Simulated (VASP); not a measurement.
# AlGaC4N4 in VASP: a series of runs, part 2 of 2

VASP 6.6.1.

## Step 4: Relaxation of cell and atoms, PBE

INCAR reads:

```
ALGO     = Normal         # electronic algorithm
EDIFF    = 1E-6           # SCF threshold, eV
EDIFFG   = -0.04          # ionic threshold
ENCUT    = 600            # plane-wave cutoff, eV
GGA      = PE             # functional
IBRION   = 2              # ionic algorithm
ISIF     = 3              # what is computed and relaxed
ISMEAR   = 0              # smearing method
LASPH    = T              # aspherical terms in the spheres
LCHARG   = F              # write CHGCAR
LREAL    = F              # projectors in reciprocal space
LWAVE    = F              # write WAVECAR
NELM     = 60             # most SCF steps
NSW      = 90             # ionic steps
PREC     = Accurate       # precision mode
SIGMA    = 0.1            # smearing width, eV
```

KPOINTS reads:

```
k-points
0
Gamma
  4 4 6
```

POSCAR reads:

```
AlGaC4N4
1.0
    4.0836170284     -5.4049569656      0.0000000000
    4.0836170284      5.4049569656      0.0000000000
    0.0000000000      0.0000000000      3.1476140600
Al Ga C N
1 1 4 4
Direct
    0.0000000000      0.0000000000      0.0000000000
    0.5000000000      0.5000000000      0.0000000000
    0.1929527151      0.8070472849      0.0000000000
    0.8070472849      0.1929527151      0.0000000000
    0.1833485626      0.1833485626      0.5000000000
    0.8166514374      0.8166514374      0.5000000000
    0.3006242259      0.6993757741      0.0000000000
    0.6993757741      0.3006242259      0.0000000000
    0.3323980439      0.3323980439      0.5000000000
    0.6676019561      0.6676019561      0.5000000000
```

Potentials or basis: VASP PAW PBE potentials, release 64 (Al, Ga_d, C, N).

Command:

```sh
$ cat potpaw_PBE.64/Al/POTCAR potpaw_PBE.64/Ga_d/POTCAR potpaw_PBE.64/C/POTCAR potpaw_PBE.64/N/POTCAR > POTCAR
$ mpirun -np 1 vasp_std > vasp.out
```

OUTCAR:

```text
EDIFF = 1E-6
   EDIFFG = -0.04
   ENCUT = 600
   GGA = PE
   IBRION = 2
   ISIF = 3
   ISMEAR = 0
   LASPH = T
   LREAL = F
   NELM = 60
   NSW = 90
   PREC = Accurate

 ion  position               nearest neighbor table
   1  0.000  0.000  0.000-   3 2.09   4 2.09   5 2.17   6 2.17   5 2.17   6 2.17
   2  0.500  0.500  0.000-   9 2.09  10 2.09   9 2.09  10 2.09   7 2.16   8 2.16
   3  0.193  0.807  0.000-   7 1.16   1 2.09
   4  0.807  0.193  0.000-   8 1.16   1 2.09
   5  0.183  0.183  0.500-   9 1.22   1 2.17   1 2.17
   6  0.817  0.817  0.500-  10 1.22   1 2.17   1 2.17
   7  0.301  0.699  0.000-   3 1.16   2 2.16
   8  0.699  0.301  0.000-   4 1.16   2 2.16
   9  0.332  0.332  0.500-   5 1.22   2 2.09   2 2.09
  10  0.668  0.668  0.500-   6 1.22   2 2.09   2 2.09

[... 430 lines left out ...]
  free energy    TOTEN  =       -73.94591968 eV

  energy without entropy =      -73.94231653  energy(sigma->0) =      -73.94411811

 E-fermi :   2.7458     XC(G=0):  -8.9935

 val. band max:        2.6382876895   @ k =   0.0000   0.0000   0.1667
 cond. band min:       2.7823284208   @ k =   0.0000   0.0000   0.3333
 fundamental gap:      0.1440407313
 Fermi energy:         2.7458201094

 k-point     1 :       0.0000    0.0000    0.0000
  band No.  band energies     occupation
      1     -16.5292      2.00000
      2     -16.1327      2.00000
      3     -15.8397      2.00000
      4     -15.8163      2.00000
      5     -12.6903      2.00000
      6     -12.5381      2.00000
[... 829 lines left out ...]
     31       6.2472      0.00000
     32       6.4267      0.00000

 [... further k-points ...]

------------------------ aborting loop because EDIFF is reached ----------------------------------------

  FORCE on cell =-STRESS in cart. coord.  units (eV):
  Direction    XX          YY          ZZ          XY          YZ          ZX
  --------------------------------------------------------------------------------------
  -------------------------------------------------------------------------------------
  Total        0.0853387     -0.0300434      0.0657419      0.0000000      0.0000000      0.0000000
  in kB        0.9988627     -0.3516481      0.7694879      0.0000000      0.0000000      0.0000000
  external PRESSURE =       0.4722342 kB  Pullay stress =       0.0000000 kB
[... 25 lines left out ...]
  FREE ENERGIE OF THE ION-ELECTRON SYSTEM (eV)
  ---------------------------------------------------
  free  energy   TOTEN  =       -73.9459196816 eV

  energy  without entropy=      -73.9423165336  energy(sigma->0) =      -73.94411811

 reached required accuracy - stopping structural energy minimisation
```

OSZICAR:

```text
N       E                     dE             d eps       ncg     rms          rms(c)
DAV:   1     0.498265994387E+03    0.49827E+03   -0.25966E+04  1896   0.198E+03
DAV:   2    -0.693580966490E+01   -0.50520E+03   -0.48681E+03  2168   0.548E+02
DAV:   3    -0.773187544488E+02   -0.70383E+02   -0.68836E+02  2192   0.164E+02
[... 181 lines left out ...]
DAV:   2    -0.739460277627E+02    0.27720E-04   -0.37071E-03  2480   0.514E-01    0.815E-02
DAV:   3    -0.739459416919E+02    0.86071E-04   -0.43741E-04  2600   0.150E-01    0.383E-02
DAV:   4    -0.739459229527E+02    0.18739E-04   -0.60073E-05  2472   0.586E-02    0.173E-02
DAV:   5    -0.739459200258E+02    0.29269E-05   -0.10644E-05  2328   0.214E-02    0.623E-03
DAV:   6    -0.739459196816E+02    0.34421E-06   -0.27234E-06  1856   0.125E-02
  23 F= -.73945920E+02 E0= -.73944118E+02  d E =-.730922E-03
```

CONTCAR:

```text
AlGaC4N4
   1.00000000000000
     4.1191580137387334   -5.3725728828138211    0.0000000000000000
     4.1191580137387334    5.3725728828138211    0.0000000000000000
     0.0000000000000000    0.0000000000000000    3.0926465325710155
  Al              Ga              C               N
     1     1     4     4
Direct
     0.0000000000000000    0.0000000000000000    1.0000000000000000
     0.5000000000000000    0.5000000000000000    1.0000000000000000
     0.1951728623918296    0.8048271376081706    0.0000000000000000
     0.8048271376081706    0.1951728623918296    0.0000000000000000
     0.1831002211287212    0.1831002211287212    0.5000000000000000
     0.8168997788712788    0.8168997788712788    0.5000000000000000
     0.3037936883344440    0.6962063116655560    0.0000000000000000
     0.6962063116655560    0.3037936883344440    0.0000000000000000
     0.3314439683995680    0.3314439683995680    0.5000000000000000
     0.6685560316004316    0.6685560316004316    0.5000000000000000

  0.00000000E+00  0.00000000E+00  0.00000000E+00
  0.00000000E+00  0.00000000E+00  0.00000000E+00
  0.00000000E+00  0.00000000E+00  0.00000000E+00
  0.00000000E+00  0.00000000E+00  0.00000000E+00
  0.00000000E+00  0.00000000E+00  0.00000000E+00
  0.00000000E+00  0.00000000E+00  0.00000000E+00
  0.00000000E+00  0.00000000E+00  0.00000000E+00
  0.00000000E+00  0.00000000E+00  0.00000000E+00
  0.00000000E+00  0.00000000E+00  0.00000000E+00
  0.00000000E+00  0.00000000E+00  0.00000000E+00
```

It took 40 min on 1 thread of Intel Xeon 8259CL, shared host; peak memory 0.39 GiB.

Results:

- Free energy: -73.9459 eV
- Relaxed volume: 13.69 Å³/atom
- Relaxed cell: a = 6.770 Å, b = 6.770 Å, c = 3.093 Å, α = 90.00°, β = 90.00°, γ = 105.05°
- Space group after relaxing (to 0.1 Å): Cmmm (No. 65)
- Energy gained by relaxing: 3.6 meV/atom
- Ionic steps: 23
- Pressure after relaxing: 0.0 GPa
- Largest force after relaxing: 0.023 eV/Å
- Band gap on the k mesh: zero (bands 26 and 27 overlap by 2.64 eV)

Forces on the atoms (eV/Å):
```
Al   0.000  0.000  0.000
Ga   0.000  0.000  0.000
C    0.000  0.012  0.000
C    0.000 -0.012  0.000
C   -0.002  0.000  0.000
C    0.002  0.000  0.000
N    0.000 -0.023  0.000
N    0.000  0.023  0.000
N   -0.014  0.000  0.000
N    0.014  0.000  0.000
```

The path:
| step | energy change (eV) | largest force (eV/Å) | pressure (GPa) | volume (Å³) |
| --- | --- | --- | --- | --- |
| 1 | 0.0000 | 0.6498 | 0.02 | 138.95 |
| 2 | 0.3080 | 4.6324 | -6.72 | 138.97 |
| 3 | -0.0061 | 0.3202 | -0.90 | 138.95 |
| 4 | -0.0196 | 0.6981 | -0.41 | 137.66 |
| 5 | -0.0196 | 0.6654 | -0.44 | 137.74 |
| 6 | -0.0255 | 0.5091 | -0.25 | 137.41 |
| 7 | -0.0327 | 0.1115 | 0.21 | 136.56 |
| 8 | -0.0328 | 0.1482 | 0.30 | 136.44 |
| 9 | -0.0331 | 0.1095 | 0.30 | 136.48 |
| 10 | -0.0337 | 0.1529 | 0.38 | 136.59 |
| 11 | -0.0334 | 0.3527 | 0.51 | 136.83 |
| 12 | -0.0338 | 0.2233 | 0.42 | 136.68 |
| 13 | -0.0340 | 0.2079 | 0.37 | 136.71 |
| 14 | -0.0344 | 0.1615 | 0.28 | 136.81 |
| 15 | -0.0350 | 0.1009 | 0.07 | 137.00 |
| 16 | -0.0349 | 0.1818 | -0.37 | 137.38 |
| 17 | -0.0352 | 0.0986 | -0.12 | 137.16 |
| 18 | -0.0353 | 0.0632 | -0.14 | 137.17 |
| 19 | -0.0353 | 0.0646 | -0.16 | 137.20 |
| 20 | -0.0354 | 0.0624 | -0.15 | 137.18 |
| 21 | -0.0356 | 0.0564 | -0.11 | 137.14 |
| 22 | -0.0358 | 0.0451 | -0.04 | 137.05 |
| 23 | -0.0361 | 0.0234 | 0.05 | 136.88 |

Final structure:
```
Al Ga C N
1.0
     4.11916   -5.37257    0.00000
     4.11916    5.37257    0.00000
     0.00000    0.00000    3.09265
Al Ga C N
1 1 4 4
Direct
  0.00000 0.00000 0.00000
  0.50000 0.50000 0.00000
  0.19517 0.80483 0.00000
  0.80483 0.19517 0.00000
  0.18310 0.18310 0.50000
  0.81690 0.81690 0.50000
  0.30379 0.69621 0.00000
  0.69621 0.30379 0.00000
  0.33144 0.33144 0.50000
  0.66856 0.66856 0.50000
```

## Step 5: Single point, PBE

This run uses another cell than the first one, of 13.76 Å³/atom.

INCAR reads:

```
SYSTEM = AlGaC4N4
  PREC = Accurate
  ENCUT = 520
  EDIFF = 1E-6
  ISMEAR = 0
  SIGMA = 0.1
  LREAL = .False.
  LASPH = .True.
  NELM = 60
  ALGO = Normal
  ISIF = 2
  LWAVE = .False.
  LCHARG = .False.
  GGA = PE
  NBANDS = 37
```

KPOINTS reads:

```
Automatic mesh
0
Gamma
  6 6 12
  0 0 0
```

POSCAR reads:

```
AlGaC4N4
1.0
    4.1091084886     -5.3823912573      0.0000000000
    4.1091084886      5.3823912573      0.0000000000
    0.0000000000      0.0000000000      3.1115492670
Al Ga C N
1 1 4 4
Direct
    0.0000000000      0.0000000000      0.0000000000
    0.5000000000      0.5000000000      0.0000000000
    0.1948630350      0.8051369650      0.0000000000
    0.8051369650      0.1948630350      0.0000000000
    0.1833311819      0.1833311819      0.5000000000
    0.8166688181      0.8166688181      0.5000000000
    0.3029925514      0.6970074486      0.0000000000
    0.6970074486      0.3029925514      0.0000000000
    0.3316664171      0.3316664171      0.5000000000
    0.6683335829      0.6683335829      0.5000000000
```

Command:

```sh
$ cat potpaw_PBE.64/Al/POTCAR potpaw_PBE.64/Ga_d/POTCAR potpaw_PBE.64/C/POTCAR potpaw_PBE.64/N/POTCAR > POTCAR
$ mpirun -np 1 vasp_std > vasp.out
```

Wall time 9.9 min (1 thread of Intel Xeon 8259CL, shared host); peak memory 0.53 GiB.

Results (log left out):

- Free energy: -73.9539 eV
- Pressure: 0.5 GPa
- Largest force: 0.438 eV/Å
- Band gap on the k mesh: zero (bands 26 and 27 overlap by 2.62 eV)

Forces in eV/Å, atoms in the order of the input:
```
Al   0.000  0.000  0.000
Ga   0.000  0.000  0.000
C    0.000  0.438  0.000
C    0.000 -0.438  0.000
C   -0.214  0.000  0.000
C    0.214  0.000  0.000
N    0.000 -0.407  0.000
N    0.000  0.407  0.000
N    0.185  0.000  0.000
N   -0.185  0.000  0.000
```

Stress tensor (GPa, compression positive):
```
 0.54  0.00  0.00
 0.00  1.04  0.00
 0.00  0.00 -0.06
```

Levels at points of the mesh, in eV from the Fermi level:
```csv
k point,band 23,band 24,band 25,band 26,band 27,band 28,band 29,band 30
"(0.00, 0.00, 0.00)",-3.68,-3.52,-3.44,1.20,1.41,2.64,3.02,3.04
"(0.50, 0.00, 0.00)",-3.81,-3.51,-3.50,1.46,2.08,2.11,2.63,3.69
"(0.50, 0.50, 0.00)",-3.85,-3.57,-3.54,1.54,2.16,2.23,3.05,3.55
"(0.00, 0.00, 0.50)",-4.33,-4.23,-4.01,-1.85,-0.71,1.55,2.71,3.12
"(0.50, 0.00, 0.50)",-4.43,-4.32,-4.28,-1.62,-0.70,1.02,2.11,3.44
"(0.50, 0.50, 0.50)",-4.21,-4.19,-4.01,-1.17,-0.78,0.27,2.86,3.01
```

## Step 6: Overview

| task | cell | k mesh | cutoff (eV) | gap on the mesh (eV) | pressure (GPa) | largest force (eV/Å) |
| --- | --- | --- | --- | --- | --- | --- |
| single point | a = 6.774, b = 6.774, c = 3.148 Å, angles 90.0, 90.0, 105.9°, 10 atoms, atomic positions A | 4 × 4 × 4 | 520 | none | 0.5 | 0.43 |
| single point | a = 6.769, b = 6.769, c = 3.099 Å, angles 90.0, 90.0, 105.0°, 10 atoms, atomic positions B | 4 × 4 × 6 | 520 | none | 0.5 | 0.42 |
| relaxation of cell and atoms | relaxed from a = 6.774, b = 6.774, c = 3.148 Å, angles 90.0, 90.0, 105.9°, 10 atoms, atomic positions A | 4 × 4 × 6 | 600 | none | 0.0 | 0.02 |
| single point | a = 6.772, b = 6.772, c = 3.112 Å, angles 90.0, 90.0, 105.3°, 10 atoms, atomic positions B | 6 × 6 × 12 | 520 | none | 0.5 | 0.44 |

Alike in all rows: level PBE; potentials or basis VASP PAW PBE potentials, release 64 (Al, Ga_d, C, N); no spin polarisation; smearing gaussian 0.1 eV.

Caveats: some runs use coarse meshes.

Total energies depend on the potentials used, so only differences within one code and one set of settings carry meaning.
